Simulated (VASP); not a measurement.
Write the native input for VASP 6.6.1 that does the following.

```
Task                   : single point
Functional             : r2SCAN
Potentials or basis    : VASP PAW PBE potentials, release 64 (Li_sv, Nb_sv, O)
Cutoff                 : 520 eV
k mesh                 : 6 × 6 × 4
Occupations            : gaussian, width 0.02 eV
Spin                   : no spin polarisation
Dipole correction      : no
Further INCAR settings : ALGO = Normal; EDIFF = 1e-06; NBANDS = 40
```

The system is Li5NbO5.

```xyz
11
Lattice="4.9624 -2.0279 0.0048 4.9624 2.0279 0.0048 -1.9120 0.0000 5.5948" Properties=species:S:1:pos:R:3 pbc="T T T"
Li    6.4518    0.0000    1.9373
Li    5.2193    0.0000    4.8519
Li   -0.9560    0.0000    2.7974
Li    2.7935    0.0000    0.7525
Li    1.5609    0.0000    3.6671
Nb    0.0000    0.0000    0.0000
O     8.1724    0.0000    0.9714
O     7.0637    0.0000    3.8540
O     4.9624    0.0000    0.0048
O     0.9490    0.0000    1.7504
O    -0.1596    0.0000    4.6330
```

One way to write it, as run:

POSCAR

```
Li5NbO5
1.0
    4.9623636520     -2.0279422051      0.0048112099
    4.9623636520      2.0279422051      0.0048112099
   -1.9119711718      0.0000000000      5.5947513591
Li Nb O
5 1 5
Direct
    0.7165433874      0.7165433874      0.3450318965
    0.6927273189      0.6927273189      0.8660352644
    0.0000000000      0.0000000000      0.5000000000
    0.3072726811      0.3072726811      0.1339647356
    0.2834566126      0.2834566126      0.6549681035
    0.0000000000      0.0000000000      0.0000000000
    0.8566032777      0.8566032777      0.1721552510
    0.8441550617      0.8441550617      0.6874048262
    0.5000000000      0.5000000000      0.0000000000
    0.1558449383      0.1558449383      0.3125951738
    0.1433967223      0.1433967223      0.8278447490
```

INCAR.step1

```
ALGO = Normal
EDIFF = 1E-4
ENCUT = 520
GGA = PE
ISMEAR = 0
LASPH = T
LCHARG = F
LREAL = F
LWAVE = T
NBANDS = 40
NELM = 60
PREC = Accurate
SIGMA = 0.02
```

INCAR.step2

```
ALGO = Normal
EDIFF = 1E-6
ENCUT = 520
ISIF = 2
ISMEAR = 0
ISTART = 1
LASPH = T
LCHARG = F
LMIXTAU = T
LREAL = F
LWAVE = F
METAGGA = R2SCAN
NBANDS = 40
NELM = 60
PREC = Accurate
SIGMA = 0.02
```

KPOINTS

```
k-points
0
Gamma
  6 6 4
```

Potentials or basis: VASP PAW PBE potentials, release 64 (Li_sv, Nb_sv, O).

Launch:

```console
$ cat potpaw_PBE.64/Li_sv/POTCAR potpaw_PBE.64/Nb_sv/POTCAR potpaw_PBE.64/O/POTCAR > POTCAR
$ cp INCAR.step1 INCAR
$ mpirun -np 1 vasp_std > vasp.out
$ cp INCAR.step2 INCAR
$ mpirun -np 1 vasp_std > vasp.out
```

Results of the run:

* Largest force: 0.038 eV/Å
* Band gap on the k mesh: 3.54 eV (least direct gap 3.70 eV)

Caveat: the PAW data sets were made with another functional, which shifts forces and pressure a little.

It took 25 min on 1 thread of Oxide Virtual Turin-like Processor (shared host), peak memory 0.37 GiB.
